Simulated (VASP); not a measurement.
Runs of VASP 6.6.1 on LiCl. Symmetry: P6_3mc, No. 186, hexagonal system. Conventional cell: a = 3.894 Å, b = 3.894 Å, c = 6.224 Å, α = 90.00°, β = 90.00°, γ = 120.00°. Within 3.1 Å of Li (site symmetry 3m) lie 4 Cl at 2.37 Å. Cl (site symmetry 3m) has 4 Li at 2.37 Å within 3.1 Å. 

| level | potentials or basis | k mesh | grid for exact exchange (PRECFOCK) | screening parameter | gap on the mesh (eV) |
| --- | --- | --- | --- | --- | --- |
| HSE06 | VASP PAW PBE potentials, release 64 (Li_sv, Cl) | 6 × 6 × 2 | Normal | 0.2079 1/Å | 7.35 |
| r2SCAN | VASP PAW PBE potentials, release 64 (Li_sv, Cl) | 6 × 6 × 2 | - | - | (a) |
| PBE | VASP PAW PBE potentials, release 64 (Li_sv, Cl) | 6 × 6 × 2 | - | - | 6.03 |
| PBE | VASP PAW PBE potentials, release 64 (Li_sv, Cl) | 6 × 6 × 4 | - | - | 6.03 |
| LDA | VASP PAW LDA potentials, release 64 (Li_sv, Cl) | 6 × 6 × 2 | - | - | 5.61 |

Alike in all rows: task single point; no spin polarisation; cell as given; cutoff (eV) 520; smearing gaussian 0.01 eV.

Task: Estimate the missing entries.

Result: (a) 6.74.

Caveats: some runs use coarse meshes.

A k mesh can miss the band edges.
